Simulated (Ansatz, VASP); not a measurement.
Two plane-wave programs on HfAl3O4

```
CELL_PARAMETERS angstrom
5.98214 0.00000 0.00000
0.00000 5.98214 0.00000
0.00000 0.00000 5.98214
ATOMIC_POSITIONS crystal
Hf 0.00000 0.00000 0.00000
Al 0.00000 0.00000 0.50000
Al 0.00000 0.50000 0.00000
Al 0.50000 0.00000 0.00000
O 0.81107 0.81107 0.18893
O 0.81107 0.18893 0.81107
O 0.18893 0.81107 0.81107
O 0.18893 0.18893 0.18893
```

Change from the starting cell: species swapped into the NbCu3Te4 type (P-43m, No. 215).

Alike in both runs: functional PBE; k mesh 4 × 4 × 4; occupations gaussian, width 0.1 eV; no spin polarisation.

Ansatz relaxed the structure, and its values are those at the end. VASP's run is a single point on that final structure, the one shown.

|  | VASP | Ansatz |
| --- | --- | --- |
| version | VASP 6.6.1 | Ansatz 0.2.0 |
| potentials or method | VASP PAW PBE potentials, release 64 (Hf_pv, Al, O), cutoff 520 eV | scalar-relativistic, plane waves, PAW |
| valence electrons in the cell | 43 | 59 |

```csv
,VASP,Ansatz,Ansatz less VASP
gap on the k mesh at the Fermi level (eV),none,none,-
pressure (GPa),0.0,0.3,+0.21
rms of the force components (eV/Å),0.024,0.001,-0.0228
```

A gap of «none» marks a metal or a gap that the smearing closes. VASP's potentials hold 43 valence electrons a cell and Ansatz's 59, so a difference there can come from the potentials and not from the codes.

Neither program's run includes spin-orbit coupling.
